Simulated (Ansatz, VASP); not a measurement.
# One calculation of Ta, two programs

```
Ta
1.0
    -1.66222    1.66222    1.66222
     1.66222   -1.66222    1.66222
     1.66222    1.66222   -1.66222
Ta
1
Direct
  0.00000 0.00000 0.00000
```

Change from the starting cell: volume scaled by 1.02.

Alike in both runs: task single point; functional PBEsol; k mesh 17 × 17 × 17; occupations fermi-dirac, width 0.08 eV; no spin polarisation.

```csv
,VASP,Ansatz
version,VASP 6.6.1,Ansatz 0.2.0
potentials or method,"VASP PAW PBE potentials, release 64 (Ta_pv), cutoff 520 eV","all-electron LAPW, scalar-relativistic"
```

Ansatz gave:

```
pressure (GPa) : -7.5
```

Problem. What did VASP give for the same quantities?

Solution. Pressure (GPa): -7.4.

VASP's potentials were made for PBE, not for PBEsol. Ansatz ran all-electron here, and VASP with PAW potentials.

Neither program's run includes spin-orbit coupling.
